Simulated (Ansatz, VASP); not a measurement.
GaSb in VASP and in Ansatz

```xyz
2
Lattice="-2.8305 2.8305 1.7709 2.8305 -2.8305 1.7709 2.8305 2.8305 -1.7709" Properties=species:S:1:pos:R:3 pbc="T T T"
Ga    2.8305    0.0000    0.8854
Sb    0.0000    0.0000    0.0000
```

Alike in both runs: task single point; functional PBE; k mesh 16 × 16 × 16; occupations gaussian, width 0.15 eV; no spin polarisation.

|  | VASP | Ansatz |
| --- | --- | --- |
| version | VASP 6.6.1 | Ansatz 0.2.0 |
| potentials or method | VASP PAW PBE potentials, release 64 (Ga_d, Sb), cutoff 520 eV | scalar-relativistic, plane waves, PAW |
| valence electrons in the cell | 18 | 28 |

Ansatz gave:

| Property | Result |
| --- | --- |
| gap on the k mesh at the Fermi level (eV) | none |
| pressure (GPa) | -5.1 |
| traceless stress, the component that is largest in VASP (GPa) | -0.72 |

Question: Which values does VASP return?

Answer: gap on the k mesh at the Fermi level (eV): none; pressure (GPa): -5.1; traceless stress, the component that is largest in VASP (GPa): -0.74.

A gap of «none» marks a metal or a gap that the smearing closes. VASP's potentials hold 18 valence electrons a cell and Ansatz's 28, so a difference there can come from the potentials and not from the codes.

Spin-orbit coupling is off throughout.
